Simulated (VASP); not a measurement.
**ZrS: single point with PBEsol**

ZrS:

```xyz
2
Lattice="0.0000 2.8219 2.6250 2.6250 0.0000 2.6250 2.6250 2.8219 0.0000" Properties=species:S:1:pos:R:3 pbc="T T T"
Zr    0.0000    0.0000    0.0000
S     2.6250    2.8219    2.6250
```

This cell differs from its parent crystal: strain +0.0750 x Voigt [0, 1, 0, 0, 0, 0].

```json
{
  "Program": "VASP 6.6.1",
  "Task": "single point",
  "Functional": "PBEsol",
  "Potentials or basis": "VASP PAW PBE potentials, release 64 (Zr_sv, S)",
  "Cutoff": "520 eV",
  "k mesh": "16 × 16 × 16",
  "Occupations": "gaussian, width 0.15 eV",
  "Spin": "no spin polarisation",
  "Dipole correction": "no",
  "Further INCAR settings": "ALGO = Normal; EDIFF = 1e-07; NBANDS = 16"
}
```

```
Pressure               : -12.0 GPa
Band gap on the k mesh : zero (bands 9 and 10 overlap by 2.31 eV)
```

Stress tensor (GPa, compression positive):
```
 -8.99   0.00   0.00
  0.00 -18.07   0.00
  0.00   0.00  -8.99
```

Levels at points of the mesh, in eV from the Fermi level:
| k point | band 5 | band 6 | band 7 | band 8 | band 9 | band 10 | band 11 | band 12 | band 13 | band 14 |
| --- | --- | --- | --- | --- | --- | --- | --- | --- | --- | --- |
| (0.00, 0.00, 0.00) | -15.47 | -3.51 | -3.42 | -3.42 | -1.64 | -0.95 | -0.95 | -0.92 | -0.47 | 1.54 |
| (0.50, 0.00, 0.00) | -14.13 | -7.65 | -5.72 | -5.65 | 1.25 | 1.44 | 1.64 | 1.80 | 4.36 | 5.33 |
| (0.50, 0.50, 0.00) | -14.67 | -5.95 | -4.49 | -4.40 | -3.07 | 0.53 | 1.82 | 2.34 | 2.53 | 2.86 |
| (0.50, 0.00, 0.50) | -14.75 | -6.28 | -4.18 | -4.18 | -3.15 | 0.31 | 2.11 | 2.11 | 2.50 | 2.82 |

Wall time 110 s on 1 thread of Intel(R) Xeon(R) 6975P-C (Granite Rapids), on a shared host, peak memory 0.33 GiB.

Caveat: the cell differs from its parent crystal (strain +0.0750 x Voigt [0, 1, 0, 0, 0, 0]); the stress differs along the axes, from -18 to -9 GPa; the PAW data sets were made with another functional, which shifts forces and pressure a little.
